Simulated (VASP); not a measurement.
# PbS (rocksalt type) (Fm-3m) in VASP: a series of runs, part 2 of 2

VASP 6.6.1. The steps go on from the part before.

### Step 3. Single point, PBEsol

Input file INCAR:

```
SYSTEM = PbS
  PREC = Accurate
  ENCUT = 520
  EDIFF = 1E-6
  ISMEAR = -1
  SIGMA = 0.1
  LREAL = .False.
  LASPH = .True.
  NELM = 60
  ALGO = Normal
  ISIF = 2
  LWAVE = .False.
  LCHARG = .False.
  GGA = PS
  NBANDS = 17
```

Input file KPOINTS:

```
regular mesh
0
Gamma
  14 14 14
  0 0 0
```

Input file POSCAR:

```
PbS
1.0
    0.0000000000      2.9512816525      2.9512816525
    2.9512816525      0.0000000000      2.9512816525
    2.9512816525      2.9512816525      0.0000000000
Pb S
1 1
Direct
    0.0000000000      0.0000000000      0.0000000000
    0.5000000000      0.5000000000      0.5000000000
```

Potentials or basis: VASP PAW PBE potentials, release 64 (Pb_d, S).

Started as:

```
> cat potpaw_PBE.64/Pb_d/POTCAR potpaw_PBE.64/S/POTCAR > POTCAR
> mpirun -np 1 vasp_std > vasp.out
```

OUTCAR:

```text
SYSTEM = PbS
   PREC = Accurate
   ENCUT = 520
   EDIFF = 1E-6
   ISMEAR = -1
   LREAL = .False.
   LASPH = .True.
   NELM = 60
   ISIF = 2
   GGA = PS

 ion  position               nearest neighbor table
   1  0.000  0.000  0.000-   2 2.95   2 2.95   2 2.95   2 2.95   2 2.95   2 2.95
   2  0.500  0.500  0.500-   1 2.95   1 2.95   1 2.95   1 2.95   1 2.95   1 2.95

  LATTYP: Found a face centered cubic cell.
 ALAT       =     5.9025633050

  Lattice vectors:

 A1 = (   0.0000000000,   2.9512816525,   2.9512816525)
 A2 = (   2.9512816525,   0.0000000000,   2.9512816525)
 A3 = (   2.9512816525,   2.9512816525,   0.0000000000)

Analysis of symmetry for initial positions (statically):
=====================================================================
 Subroutine PRICEL returns:
 Original cell was already a primitive cell.

 Routine SETGRP: Setting up the symmetry group for a
 face centered cubic supercell.

 Subroutine GETGRP returns: Found 48 space group operations
 (whereof 48 operations were pure point group operations)
 out of a pool of 48 trial point group operations.

[... 158 lines left out ...]

  energy without entropy =       -9.45601194  energy(sigma->0) =       -9.45649388

 E-fermi :   6.0013     XC(G=0):  -9.9560

 val. band max:        5.9002143735   @ k =   0.5000   0.0000   0.0000
 cond. band min:       6.0988068713   @ k =   0.5000   0.0000   0.0000
 fundamental gap:      0.1985924979
 Fermi energy:         6.0012606104

 k-point     1 :       0.0000    0.0000    0.0000
  band No.  band energies     occupation
      1     -10.8858      2.00000
      2     -10.8858      2.00000
      3     -10.8858      2.00000
      4     -10.8729      2.00000
      5     -10.8729      2.00000
      6      -7.8549      2.00000
[... 457 lines left out ...]
      4     -10.8611      2.00000
      5     -10.8495      2.00000
      6      -7.2164      2.00000
[... 9 lines left out ...]
     16      14.8961      0.00000
     17      16.8598      0.00000

 [... further k-points ...]

------------------------ aborting loop because EDIFF is reached ----------------------------------------

  FORCE on cell =-STRESS in cart. coord.  units (eV):
  Direction    XX          YY          ZZ          XY          YZ          ZX
  --------------------------------------------------------------------------------------
  -------------------------------------------------------------------------------------
  Total       -0.0163772     -0.0163772     -0.0163772      0.0000000     -0.0000000     -0.0000000
  in kB       -0.5103745     -0.5103745     -0.5103745      0.0000000     -0.0000000     -0.0000000
  external PRESSURE =      -0.5103745 kB  Pullay stress =       0.0000000 kB

 VOLUME and BASIS-vectors are now :
 -----------------------------------------------------------------------------
  energy-cutoff  :      520.00
  volume of cell :       51.41
      direct lattice vectors                 reciprocal lattice vectors
     0.000000000  2.951281653  2.951281653    -0.169417920  0.169417920  0.169417920
     2.951281653  0.000000000  2.951281653     0.169417920 -0.169417920  0.169417920
     2.951281653  2.951281653  0.000000000     0.169417920  0.169417920 -0.169417920

 POSITION                                       TOTAL-FORCE (eV/Angst)
 -----------------------------------------------------------------------------------
      0.00000      0.00000      0.00000        -0.000000     -0.000000      0.000000
      2.95128      2.95128      2.95128         0.000000      0.000000     -0.000000
 -----------------------------------------------------------------------------------
    total drift:                                0.000000     -0.000000     -0.000000

  FREE ENERGIE OF THE ION-ELECTRON SYSTEM (eV)
  ---------------------------------------------------
  free  energy   TOTEN  =        -9.4569758181 eV

  energy  without entropy=       -9.4560119425  energy(sigma->0) =       -9.45649388
```

stdout:

```text
POSCAR found type information on POSCAR PbS
 POSCAR found :  2 types and       2 ions
 scaLAPACK will be used
 -----------------------------------------------------------------------------
|                                                                             |
|                                                                             |
|     You enforced a specific xc type in the INCAR file but a different       |
|     I HOPE YOU KNOW WHAT YOU ARE DOING!                                     |
|                                                                             |
 -----------------------------------------------------------------------------

 LDA part: xc-table for (Slater+PW92), standard interpolation
 POSCAR, INCAR and KPOINTS ok, starting setup
 FFT: planning ... GRIDC
 FFT: planning ... GRID_SOFT
 FFT: planning ... GRID
 WAVECAR not read
 entering main loop
```

Run time: 44 s. Hardware: 1 thread of Intel Xeon Platinum 8488C (Sapphire Rapids), shared host; peak memory 0.23 GiB.

What came out:

- Free energy: -9.4570 eV
- Pressure: -0.1 GPa
- Band gap on the k mesh: 0.20 eV

Levels at points of the mesh, in eV from the valence-band top:
| k point | band 8 | band 9 | band 10 | band 11 | band 12 | band 13 |
| --- | --- | --- | --- | --- | --- | --- |
| (0.00, 0.00, 0.00) | -2.26 | -2.26 | -2.26 | 5.19 | 5.19 | 5.19 |
| (0.50, 0.00, 0.00) | -1.85 | -1.85 | 0.00 | 0.20 | 1.84 | 1.84 |
| (0.50, 0.50, 0.00) | -5.40 | -3.58 | -3.58 | 3.64 | 5.56 | 5.68 |

Caveat: the PAW data sets were made with another functional, which shifts forces and pressure a little; spin-orbit coupling is left out, which moves the levels of the heavy elements. A k mesh can miss the band edges.

### Step 4. Relaxation of cell and atoms, PBEsol

This run uses another cell than the first one, of 19.54 Å³/atom.

Input file INCAR:

```
SYSTEM = PbS
ALGO = Normal
EDIFF = 1E-6
EDIFFG = -0.005
ENCUT = 600
GGA = PS
IBRION = 2
ISIF = 3
ISMEAR = -1
LASPH = .True.
LCHARG = .False.
LREAL = .False.
LWAVE = .False.
NELM = 80
NSW = 60
PREC = Accurate
SIGMA = 0.1
```

Input file KPOINTS:

```
k-points
0
Gamma
  14 14 14
  0 0 0
```

Input file POSCAR:

```
PbS
1.0
    0.0000000000      2.6934405028      2.6934405028
    2.6934405028      0.0000000000      2.6934405028
    2.6934405028      2.6934405028      0.0000000000
Pb S
1 1
Direct
    0.0000000000      0.0000000000      0.0000000000
    0.5000000000      0.5000000000      0.5000000000
```

Started as:

```
> cat potpaw_PBE.64/Pb_d/POTCAR potpaw_PBE.64/S/POTCAR > POTCAR
> mpirun -np 1 vasp_std > vasp.out
```

It took 5.9 min on 1 thread of Intel Xeon Platinum 8488C (Sapphire Rapids), shared host; peak memory 0.23 GiB.

Results (log left out):

| Property | Result |
| --- | --- |
| Free energy | -9.4525 eV |
| Relaxed volume | 25.68 Å³/atom |
| Relaxed cell | a = 4.172 Å, b = 4.172 Å, c = 4.172 Å, α = 60.00°, β = 60.00°, γ = 60.00° |
| Space group after relaxing (to 0.1 Å) | Fm-3m (No. 225) |
| Energy gained by relaxing | 443.2 meV/atom |
| Ionic steps | 20 |
| Pressure after relaxing | 0.0 GPa |
| Band gap on the k mesh | 0.19 eV |

Step by step:
```tsv
step	energy change (eV)	largest force (eV/Å)	pressure (GPa)	volume (Å³)
1	0.0000	0.0000	29.17	39.08
2	-0.5526	0.0000	-7.76	62.85
3	-0.8863	0.0000	-0.08	51.47
4	-0.8862	0.0000	0.21	51.20
5	-0.8862	0.0000	0.22	51.21
6	-0.8862	0.0000	0.20	51.21
7	-0.8862	0.0000	0.20	51.21
8	-0.8862	0.0000	0.20	51.21
9	-0.8862	0.0000	0.20	51.21
10	-0.8862	0.0000	0.20	51.21
11	-0.8862	0.0000	0.20	51.21
12	-0.8862	0.0000	0.21	51.22
13	-0.8862	0.0000	0.22	51.22
14	-0.8862	0.0000	0.19	51.23
15	-0.8863	0.0000	0.17	51.24
16	-0.8863	0.0000	0.15	51.27
17	-0.8863	0.0000	0.10	51.32
18	-0.8863	0.0000	-0.05	51.44
19	-0.8863	0.0000	-0.04	51.40
20	-0.8863	0.0000	0.00	51.36
```

Final structure:
```
Pb S
1.0
     0.00000    2.95032    2.95032
     2.95032    0.00000    2.95032
     2.95032    2.95032    0.00000
Pb S
1 1
Direct
  0.00000 0.00000 0.00000
  0.50000 0.50000 0.50000
```

Levels at points of the mesh, in eV from the valence-band top:
```tsv
k point	band 7	band 8	band 9	band 10	band 11	band 12	band 13	band 14
(0.00, 0.00, 0.00)	-6.05	-2.27	-2.27	-2.27	5.19	5.19	5.19	6.59
(0.50, 0.00, 0.00)	-9.01	-1.86	-1.86	0.00	0.19	1.84	1.84	8.49
(0.50, 0.50, 0.00)	-7.28	-5.41	-3.59	-3.59	3.63	5.56	5.68	5.68
```

Caveat: the volume moved by over 15 % at a fixed basis, so the end points are rough; the PAW data sets were made with another functional, which shifts forces and pressure a little; spin-orbit coupling is left out, which moves the levels of the heavy elements. A k mesh can miss the band edges.
